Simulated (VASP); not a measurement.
# WC (P-6m2) in VASP: further runs

The runs below take WC through single point, with PBE.

Program: VASP 6.6.1. These are calculated values, not measurements. Logs are shortened: lines on timing, memory, paths and dates and some standing lists are left out, and cuts for length are marked.

### 1 The cell of the first run

The structure is hexagonal, space group P-6m2 (No. 187). Conventional cell: a = 2.842 Å, b = 2.842 Å, c = 2.772 Å, α = 90.00°, β = 90.00°, γ = 120.00°. Within 2.8 Å of W (site symmetry -6m2) lie 6 C at 2.15 Å and 2 W at 2.77 Å. C (site symmetry -6m2) has 6 W at 2.15 Å and 2 C at 2.77 Å within 2.8 Å.

### 2 Single point, PBE (volume scaled by 0.9405)

INCAR

```
ALGO = Normal
EDIFF = 1E-7
ENCUT = 520
GGA = PE
ISIF = 2
ISMEAR = -1
LASPH = True
LCHARG = False
LREAL = False
LWAVE = False
NBANDS = 16
NELM = 100
PREC = Accurate
SIGMA = 0.05
```

KPOINTS

```
k-points
0
Gamma
  14 14 13
```

POSCAR

```
WC
1.0
    2.8417946007      0.0000000000      0.0000000000
   -1.4208973004      2.4610663166      0.0000000000
    0.0000000000      0.0000000000      2.7717403707
W C
1 1
Direct
    0.0000000000      0.0000000000      0.0000000000
    0.6666666667      0.3333333333      0.5000000000
```

Potentials or basis: VASP PAW PBE potentials, release 64 (W_sv, C).

Command:

```bash
> cat potpaw_PBE.64/W_sv/POTCAR potpaw_PBE.64/C/POTCAR > POTCAR
> mpirun -np 1 vasp_std > vasp.out
```

OUTCAR:

```text
EDIFF = 1E-7
   ENCUT = 520
   GGA = PE
   ISIF = 2
   ISMEAR = -1
   LASPH = True
   LREAL = False
   NELM = 100
   PREC = Accurate

 ion  position               nearest neighbor table
   1  0.000  0.000  0.000-   2 2.15   2 2.15   2 2.15   2 2.15   2 2.15   2 2.15
   2  0.667  0.333  0.500-   1 2.15   1 2.15   1 2.15   1 2.15   1 2.15   1 2.15

  LATTYP: Found a hexagonal cell.
 ALAT       =     2.8417946007
 C/A-ratio  =     0.9753485949

  Lattice vectors:

 A1 = (   2.8417946007,   0.0000000000,   0.0000000000)
 A2 = (  -1.4208973004,   2.4610663166,   0.0000000000)
 A3 = (   0.0000000000,   0.0000000000,   2.7717403707)

Analysis of symmetry for initial positions (statically):
=====================================================================
 Subroutine PRICEL returns:
 Original cell was already a primitive cell.

 Routine SETGRP: Setting up the symmetry group for a
 hexagonal supercell.

 Subroutine GETGRP returns: Found 12 space group operations
 (whereof 12 operations were pure point group operations)
 out of a pool of 24 trial point group operations.

The static configuration has the point symmetry D_3h.

Analysis of symmetry for dynamics (positions and initial velocities):
=====================================================================
 Subroutine PRICEL returns:
 Original cell was already a primitive cell.

 Routine SETGRP: Setting up the symmetry group for a
 hexagonal supercell.

 Subroutine GETGRP returns: Found 12 space group operations
 (whereof 12 operations were pure point group operations)
 out of a pool of 24 trial point group operations.

The dynamic configuration has the point symmetry D_3h.

 Subroutine INISYM returns: Found 12 space group operations
 (whereof 12 operations are pure point group operations),
 and found     1 'primitive' translations

----------------------------------------------------------------------------------------

                                     Primitive cell

  volume of cell :      19.3851

  direct lattice vectors                    reciprocal lattice vectors
     2.841794601  0.000000000  0.000000000     0.351890316  0.203163969  0.000000000
    -1.420897300  2.461066317  0.000000000     0.000000000  0.406327937  0.000000000
     0.000000000  0.000000000  2.771740371     0.000000000  0.000000000  0.360784152

  length of vectors
     2.841794601  2.841794601  2.771740371     0.406327937  0.406327937  0.360784152

  position of ions in fractional coordinates (direct lattice)
     0.000000000  0.000000000  0.000000000
     0.666666667  0.333333333  0.500000000

  ion indices of the primitive-cell ions
   primitive index   ion index
                 1           1
                 2           2

----------------------------------------------------------------------------------------

 KPOINTS: k-points

Automatic generation of k-mesh.
 Grid dimensions read from file:
 generate k-points for:   14   14   13

 Generating k-lattice:

  Cartesian coordinates                     Fractional coordinates (reciprocal lattice)
     0.025135023  0.014511712  0.000000000     0.071428571  0.000000000  0.000000000
     0.000000000  0.029023424  0.000000000     0.000000000  0.071428571  0.000000000
     0.000000000  0.000000000  0.027752627     0.000000000  0.000000000  0.076923077

  Length of vectors
     0.029023424  0.029023424  0.027752627

  Shift w.r.t. Gamma in fractional coordinates (k-lattice)
     0.000000000  0.000000000  0.000000000

 Subroutine IBZKPT returns following result:
 ===========================================

 Found    168 irreducible k-points:

 Following reciprocal coordinates:
            Coordinates               Weight
  0.000000  0.000000  0.000000      1.000000
  0.071429  0.000000  0.000000      6.000000
  0.142857  0.000000  0.000000      6.000000
  0.214286  0.000000  0.000000      6.000000
  0.285714  0.000000  0.000000      6.000000
  0.357143  0.000000  0.000000      6.000000
[... 16 lines left out ...]
  0.285714  0.285714  0.000000      6.000000
  0.357143  0.285714  0.000000      6.000000
 [... further k-points ...]
   k-points           NKPTS =    168   k-points in BZ     NKDIM =    168   number of bands    NBANDS=     16
   number of dos      NEDOS =    301   number of ions     NIONS =      2
   total plane-waves  NPLWV =  13824
   dimension x,y,z NGX =    24 NGY =   24 NGZ =   24
   dimension x,y,z NGXF=    48 NGYF=   48 NGZF=   48
   ions per type =               1   1
   NGX,Y,Z   is equivalent  to a cutoff of  14.04, 14.04, 14.39 a.u.
   NGXF,Y,Z  is equivalent  to a cutoff of  28.08, 28.08, 28.79 a.u.
 SYSTEM =  unknown system
   PREC   = accura    normal or accurate (medium, high low for compatibility)
   ISTART =      0    job   : 0-new  1-cont  2-samecut
   ICHARG =      2    charge: 1-file 2-atom 10-const
   ISPIN  =      1    spin polarized calculation?
   LNONCOLLINEAR =      F non collinear calculations
   LSORBIT =      F    spin-orbit coupling
   LASPH  =      T    aspherical Exc in radial PAW
   ENCUT  =  520.0 eV  38.22 Ry    6.18 a.u.   5.28  5.28  5.15*2*pi/ulx,y,z
   NELM   =    100;   NELMIN=  2; NELMDL= -5     # of ELM steps
   EDIFF  = 0.1E-06   stopping-criterion for ELM
   LREAL  =      F    real-space projection
   EDIFFG = 0.1E-05   stopping-criterion for IOM
   NSW    =      0    number of steps for IOM
   IBRION =     -1    ionic relax: 0-MD 1-quasi-New 2-CG
   NFREE  =      0    steps in history (QN), initial steepest desc. (CG)
   ISIF   =      2    stress and relaxation
   ISYM   =      2    0-nonsym 1-usesym 2-fastsym
   POTIM  = 0.5000    time-step for ionic-motion
   TEBEG  =    0.0;   TEEND  =   0.0 temperature during run
   PSTRESS=    0.0 pullay stress
   NELECT =      18.0000    total number of electrons
   NUPDOWN=      -1.0000    fix difference up-down
   EMIN   =  10.00;   EMAX   =-10.00  energy-range for DOS
   EFERMI =   0.00;   METHOD = LEGACY
   ISMEAR =    -1;   SIGMA  =   0.05  broadening in eV -4-tet -1-fermi 0-gaus
   EFERMI_NEDOS =   21; number of points for ismear=-14 and -15
   IALGO  =     38    algorithm
   IMIX   =      4    mixing-type and parameters
     AMIX     =   0.40;   BMIX     =  1.00
     AMIX_MAG =   1.60;   BMIX_MAG =  1.00
  volume/ion in A,a.u.               =       9.69        65.41
  Fermi-wavevector in a.u.,A,eV,Ry     =   1.597139  3.018156 34.706478  2.550854
  Thomas-Fermi vector in A             =   2.694792
   LORBIT       =      0    0 simple, 1 ext, 2 COOP (PROOUT), +10 PAW based schemes
   GGA     = PE    functional components
   LHFCALC =     F    Hartree Fock is set to
   AEXX    =    0.0000 exact exchange contribution
   IVDW    =     0    specifies the selected vdW correction
   LEPSILON=     F    determine dielectric tensor
   LRPA    =     F    only Hartree local field effects (RPA)
 non-spin polarized calculation
  energy-cutoff  :      520.00
  volume of cell :       19.39
 maximum number of plane-waves:       534
 NGX is ok and might be reduce to    24
   NGX = 11   NGY = 11   NGZ = 11

 number of electron      18.0000000 magnetization

 Free energy of the ion-electron system (eV)
  ---------------------------------------------------
  ext. energy  EPLUGINS =         0.00000000
  ---------------------------------------------------
  free energy    TOTEN  =       -22.25282588 eV

  energy without entropy =      -22.25004080  energy(sigma->0) =      -22.25143334

 E-fermi :  12.0979     XC(G=0): -14.1832

 val. band max:       12.0116809032   @ k =   0.0714   0.0714   0.3846
 cond. band min:      12.1060264574   @ k =   0.3571   0.2143   0.0000
 fundamental gap:      0.0943455542
 Fermi energy:        12.0979337523

 k-point     1 :       0.0000    0.0000    0.0000
  band No.  band energies     occupation
      1     -61.7783      2.00000
      2     -25.7545      2.00000
      3     -25.6291      2.00000
      4     -25.6291      2.00000
      5      -2.9001      2.00000
      6       7.3630      2.00000
[... 8 lines left out ...]
     15      27.1631      0.00000
     16      29.4481      0.00000

 k-point     2 :       0.0714    0.0000    0.0000
  band No.  band energies     occupation
      1     -61.7744      2.00000
      2     -25.7474      2.00000
      3     -25.6839      2.00000
      4     -25.6413      2.00000
      5      -2.7527      2.00000
      6       7.4119      2.00000
[... 8 lines left out ...]
     15      26.8076      0.00000
     16      29.7539      0.00000

 k-point     3 :       0.1429    0.0000    0.0000
  band No.  band energies     occupation
      1     -61.7633      2.00000
      2     -25.8352      2.00000
      3     -25.7274      2.00000
      4     -25.6753      2.00000
      5      -2.3315      2.00000
      6       7.2146      2.00000
[... 8 lines left out ...]
     15      26.3707      0.00000
     16      30.6130      0.00000

 k-point     4 :       0.2143    0.0000    0.0000
  band No.  band energies     occupation
      1     -61.7473      2.00000
      2     -26.0483      2.00000
      3     -25.7240      2.00000
      4     -25.6985      2.00000
      5      -1.6958      2.00000
      6       6.5376      2.00000
[... 8 lines left out ...]
     15      26.3667      0.00000
     16      31.0952      0.00000
[... 324 lines left out ...]
 k-point    22 :       0.3571    0.2143    0.0000
  band No.  band energies     occupation
      1     -61.6921      2.00000
      2     -26.5232      2.00000
      3     -26.1205      2.00000
      4     -25.5985      2.00000
      5       1.2133      2.00000
      6       4.9826      2.00000
[... 8 lines left out ...]
     15      27.9286      0.00000
     16      30.1313      0.00000

 k-point    23 :       0.2857    0.2857    0.0000
  band No.  band energies     occupation
      1     -61.6912      2.00000
      2     -26.4673      2.00000
      3     -26.1934      2.00000
      4     -25.5969      2.00000
      5       1.3033      2.00000
      6       5.0693      2.00000
[... 8 lines left out ...]
     15      28.6590      0.00000
     16      29.7999      0.00000

 k-point    24 :       0.3571    0.2857    0.0000
  band No.  band energies     occupation
      1     -61.6887      2.00000
      2     -26.4363      2.00000
      3     -26.2642      2.00000
      4     -25.5924      2.00000
      5       1.5033      2.00000
      6       5.1010      2.00000
[... 8 lines left out ...]
     15      28.4859      0.00000
     16      29.3189      0.00000

 [... further k-points ...]
[... 5 lines left out ...]
  --------------------------------------------------------------------------------------
  -------------------------------------------------------------------------------------
  Total        4.5481177      4.5481177      5.2093413     -0.0000000      0.0000000      0.0000000
  in kB      375.9012122    375.9012122    430.5512374     -0.0000000      0.0000000      0.0000000
  external PRESSURE =     394.1178873 kB  Pullay stress =       0.0000000 kB

 VOLUME and BASIS-vectors are now :
 -----------------------------------------------------------------------------
  energy-cutoff  :      520.00
  volume of cell :       19.39
      direct lattice vectors                 reciprocal lattice vectors
     2.841794601  0.000000000  0.000000000     0.351890316  0.203163969  0.000000000
    -1.420897300  2.461066317  0.000000000     0.000000000  0.406327937  0.000000000
     0.000000000  0.000000000  2.771740371     0.000000000  0.000000000  0.360784152

 POSITION                                       TOTAL-FORCE (eV/Angst)
 -----------------------------------------------------------------------------------
      0.00000      0.00000      0.00000         0.000000      0.000000      0.000000
      1.42090      0.82036      1.38587        -0.000000      0.000000      0.000000
 -----------------------------------------------------------------------------------
    total drift:                               -0.000000      0.000000      0.000000

  FREE ENERGIE OF THE ION-ELECTRON SYSTEM (eV)
  ---------------------------------------------------
  free  energy   TOTEN  =       -22.2528258765 eV

  energy  without entropy=      -22.2500407981  energy(sigma->0) =      -22.25143334
```

Wall time 36 s (1 thread of Intel Xeon Platinum 8259CL at 2.50GHz (Skylake/Cascade Lake), shared host); peak memory 0.18 GiB.

Results:

```yaml
Free_energy: -22.2528 eV
Pressure: 39.4 GPa
Band_gap_on_the_k_mesh: zero (band 9 reaches 12.86 eV, above the bottom of band 10 at 11.43 eV)
```

Stress tensor (GPa, compression positive):
```
37.59  0.00  0.00
 0.00 37.59  0.00
 0.00  0.00 43.06
```

Caveat: spin-orbit coupling is left out, which moves the levels of the heavy elements.

### 3 Single point, PBE (volume scaled by 0.98)

INCAR

```
PREC = Accurate
ENCUT = 520
EDIFF = 1E-6
ISMEAR = -1
SIGMA = 0.05
LREAL = F
LASPH = T
NELM = 80
ALGO = Normal
ISIF = 2
LWAVE = F
LCHARG = T
GGA = PE
LELF = T
LVHAR = T
NBANDS = 16
```

KPOINTS

```
regular mesh
0
Gamma
  14 14 13
```

POSCAR

```
WC
1.0
    2.8810343969      0.0000000000      0.0000000000
   -1.4405171984      2.4950489769      0.0000000000
    0.0000000000      0.0000000000      2.8100128507
W C
1 1
Direct
    0.0000000000      0.0000000000      0.0000000000
    0.6666666667      0.3333333333      0.5000000000
```

Potentials or basis: VASP PAW PBE potentials, release 64 (W_sv, C).

Command:

```bash
> cat potpaw_PBE.64/W_sv/POTCAR potpaw_PBE.64/C/POTCAR > POTCAR
> mpirun -np 1 vasp_std > vasp.out
```

Wall time 34 s (1 thread of Intel Xeon Platinum 8259CL at 2.50GHz (Skylake/Cascade Lake), shared host); peak memory 0.18 GiB.

Results (log left out):

| Property | Result |
| --- | --- |
| Free energy | -22.3991 eV |
| Pressure | 18.7 GPa |
| Band gap on the k mesh | zero (band 9 reaches 12.23 eV, above the bottom of band 10 at 10.87 eV) |

Stress tensor (GPa, compression positive):
```
17.84  0.00  0.00
 0.00 17.84  0.00
 0.00  0.00 20.29
```

Levels at points of the mesh, in eV from the Fermi level:
```csv
k point,band 7,band 8,band 9,band 10,band 11,band 12
"(0.00, 0.00, 0.00)",-3.45,-3.45,0.10,3.36,3.36,5.78
"(0.50, 0.00, 0.00)",-3.73,-3.70,-0.49,2.43,4.70,5.07
```

Caveat: spin-orbit coupling is left out, which moves the levels of the heavy elements.

### 4 Single point, PBE (volume scaled by 1.02)

INCAR

```
SYSTEM = WC
ALGO = Normal
EDIFF = 1E-7
ENCUT = 520
GGA = PE
ISIF = 2
ISMEAR = -1
LASPH = .TRUE.
LCHARG = .TRUE.
LELF = .TRUE.
LREAL = .FALSE.
LVHAR = .TRUE.
LWAVE = .FALSE.
NBANDS = 16
NELM = 100
PREC = Accurate
SIGMA = 0.05
```

KPOINTS

```
k-points
0
G
  14 14 13
  0 0 0
```

POSCAR

```
WC
1.0
    2.9197106146      0.0000000000      0.0000000000
   -1.4598553073      2.5285435639      0.0000000000
    0.0000000000      0.0000000000      2.8477356453
W C
1 1
Direct
    0.0000000000      0.0000000000      0.0000000000
    0.6666666667      0.3333333333      0.5000000000
```

Command:

```bash
> cat potpaw_PBE.64/W_sv/POTCAR potpaw_PBE.64/C/POTCAR > POTCAR
> mpirun -np 1 vasp_std > vasp.out
```

Run time: 37 s. Hardware: 1 thread of Intel Xeon Platinum 8259CL at 2.50GHz (Skylake/Cascade Lake), shared host; peak memory 0.18 GiB.

The run converged. Its results:

```yaml
Free_energy: -22.4501 eV
Pressure: 1.5 GPa
Band_gap_on_the_k_mesh: zero (band 9 reaches 11.63 eV, above the bottom of band 10 at 10.34 eV)
```

Stress tensor (GPa, compression positive):
```
1.59 0.00 0.00
0.00 1.59 0.00
0.00 0.00 1.45
```

Levels at points of the mesh, in eV from the Fermi level:
```tsv
k point	band 6	band 7	band 8	band 9	band 10	band 11	band 12	band 13
(0.00, 0.00, 0.00)	-4.23	-3.27	-3.27	0.10	3.19	3.19	5.56	5.56
(0.50, 0.00, 0.00)	-6.96	-3.54	-3.50	-0.46	2.32	4.46	4.80	6.79
```

Caveat: spin-orbit coupling is left out, which moves the levels of the heavy elements.

### 5 Overview

| cell | gap on the mesh (eV) | pressure (GPa) |
| --- | --- | --- |
| a = 2.842, b = 2.842, c = 2.772 Å, angles 90.0, 90.0, 120.0°, 2 atoms | none | 39.4 |
| a = 2.881, b = 2.881, c = 2.810 Å, angles 90.0, 90.0, 120.0°, 2 atoms | none | 18.7 |
| a = 2.920, b = 2.920, c = 2.848 Å, angles 90.0, 90.0, 120.0°, 2 atoms | none | 1.5 |

Alike in all rows: task single point; level PBE; potentials or basis VASP PAW PBE potentials, release 64 (W_sv, C); no spin polarisation; k mesh 14 × 14 × 13; cutoff (eV) 520; smearing fermi-dirac 0.05 eV.

Caveats: spin-orbit coupling is left out, which moves the levels of the heavy elements.

Absolute energies hang on the potentials; compare differences alone.
